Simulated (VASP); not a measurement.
The system is Mn.

```xyz
2
Lattice="2.4836 0.0000 0.0000 -1.2418 2.1509 0.0000 0.0000 0.0000 4.0262" Properties=species:S:1:pos:R:3 pbc="T T T"
Mn    0.0000    1.4339    1.0065
Mn    1.2418    0.7170    3.0196
```

This isn't the form of Mn at room conditions, which is a 58-atom cubic cell.

Program: VASP 6.6.1. Alike in all runs: task single point; level PBE; potentials or basis VASP PAW PBE potentials, release 64 (Mn_sv); spin collinear, ferromagnetic start; cell as given; k mesh 10 × 10 × 6; cutoff (eV) 680; smearing fermi-dirac 0.05 eV.

Task: Order these runs on this cell by their pressure, lowest first.
A. fixed moment (μB) 6.0
B. fixed moment (μB) 10.0
C. fixed moment (μB) 12.0

Result: A (57.3 GPa), B (172.7 GPa), C (277.3 GPa).

Caveats: the total moment is fixed, so each spin has its own Fermi level and the state may be an excited one; the cell stands under pressure (at least some runs); the stress differs along the axes, from 273 to 286 GPa (at least some runs).
